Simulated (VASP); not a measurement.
Input of a VASP 6.6.1 run:

File INCAR:

```
SYSTEM = MnSi
PREC     = Accurate       ! precision mode
ENCUT    = 520            ! plane-wave cutoff, eV
EDIFF    = 1E-6           ! SCF threshold, eV
ISMEAR   = 0              ! smearing method
SIGMA    = 0.05           ! smearing width, eV
LREAL    = .False.        ! projectors in reciprocal space
LASPH    = .True.         ! aspherical terms in the spheres
NELM     = 60             ! most SCF steps
ALGO     = Normal         ! electronic algorithm
ISIF     = 2              ! what is computed and relaxed
LWAVE    = .False.        ! write WAVECAR
LCHARG   = .True.         ! write CHGCAR
GGA      = PE             ! functional
LELF     = .True.         ! ELF
LVHAR    = .True.       
NBANDS   = 44             ! bands
```

Contents of KPOINTS:

```
regular mesh
0
Gamma
  8 8 8
  0 0 0
```

The input POSCAR:

```
MnSi
1.0
    4.4671536779      0.0000000000      0.0000000000
    0.0000000000      4.4671536779      0.0000000000
    0.0000000000      0.0000000000      4.4671536779
Mn Si
4 4
Direct
    0.1377700687      0.1377700687      0.1377700687
    0.3622299313      0.8622299313      0.6377700687
    0.6377700687      0.3622299313      0.8622299313
    0.8622299313      0.6377700687      0.3622299313
    0.8458238783      0.8458238783      0.8458238783
    0.6541761217      0.1541761217      0.3458238783
    0.3458238783      0.6541761217      0.1541761217
    0.1541761217      0.3458238783      0.6541761217
```

Potentials or basis: VASP PAW PBE potentials, release 64 (Mn_pv, Si).

Run with:

```bash
$ cat potpaw_PBE.64/Mn_pv/POTCAR potpaw_PBE.64/Si/POTCAR > POTCAR
$ mpirun -np 1 vasp_std > vasp.out
```

(1) Estimate the largest force.

(2) Predict the band gap on the k mesh.

(3) What does it give for the pressure?

## Answers

(1) 0.013 eV/Å.

(2) zero (band 34 reaches 11.86 eV, above the bottom of band 35 at 11.36 eV).

(3) 4.6 GPa.
